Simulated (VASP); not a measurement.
Set up this calculation in VASP 6.6.1, as the native input.

```
Task                   : single point
Functional             : PBE
Potentials or basis    : VASP PAW PBE potentials, release 64 (Si, C)
Cutoff                 : 520 eV
k mesh                 : 2 × 2 × 2
Occupations            : gaussian, width 0.05 eV
Spin                   : collinear spin
Starting moments       : [0.0, 0.0, 0.0, 0.0, 0.0, 0.0, 0.0, 0.0, 0.0, 0.0, 0.0, 0.0, 0.0, 0.0, 0.0, 0.0, 1.0] μB
Dipole correction      : no
Further INCAR settings : LREAL = Auto; ALGO = Normal; EDIFF = 1e-07; NBANDS = 52
```

The structure of Si16C (a cell with a defect) lies in POSCAR:

```
Si16C
1.0
    0.0000000000      5.4300000000      5.4300000000
    5.4300000000      0.0000000000      5.4300000000
    5.4300000000      5.4300000000      0.0000000000
Si C
16 1
Direct
   -0.0483957578     -0.0309103071      0.0794428542
    0.1188182855      0.1079400845      0.1391227891
   -0.0067371916      0.0172005430      0.5137720946
    0.0917783106      0.1375083850      0.6709478811
   -0.0130480147      0.4769982944     -0.0051851431
    0.1136189783      0.6149616191      0.0926036276
    0.0585572896      0.4964494277      0.5145885534
    0.1506204848      0.6436519376      0.6376316302
    0.4917617483      0.0024933782     -0.0040171901
    0.5905484797      0.1519968400      0.1200184475
    0.4624093413      0.0355900477      0.4969555248
    0.6189486891      0.1278380836      0.6213747562
    0.4968920126      0.5236477192     -0.0434369464
    0.6132861631      0.6278814595      0.1097466701
    0.5165197434      0.5005210862      0.4834167130
    0.6474281081      0.6678995500      0.5494190480
    0.9082923297      0.7069926512      0.3337574898
```

One way to write it, as run:

INCAR

```
  PREC = Accurate
  ENCUT = 520
  EDIFF = 1E-7
  ISMEAR = 0
  SIGMA = 0.05
  LREAL = Auto
  LASPH = True
  NELM = 150
  ALGO = Normal
  ISIF = 2
  LWAVE = False
  LCHARG = False
  ISPIN = 2
  MAGMOM = 0 0 0 0 0 0 0 0 0 0 0 0 0 0 0 0 1
  LORBIT = 11
  GGA = PE
  NBANDS = 52
```

KPOINTS

```
regular mesh
0
Gamma
  2 2 2
```

Potentials or basis: VASP PAW PBE potentials, release 64 (Si, C).

Launch:

```console
$ cat potpaw_PBE.64/Si/POTCAR potpaw_PBE.64/C/POTCAR > POTCAR
$ mpirun -np 1 vasp_std > vasp.out
```

It gave:

* Pressure: 2.6 GPa
* Largest force: 0.016 eV/Å
* Band gap on the k mesh: 0.23 eV
* Net moment: 0.00 μB per cell
* Valence electrons inside the program's atomic spheres: Si 1.64, 1.70, 1.68, 1.67, 1.72, 1.69, 1.65 (each value once); C 2.45

Caveat: the k points lie up to 0.50 Å⁻¹ apart.

Wall time 4.5 min on 1 thread of Intel(R) Xeon(R) 6975P-C (Granite Rapids), on a shared host, peak memory 0.71 GiB.
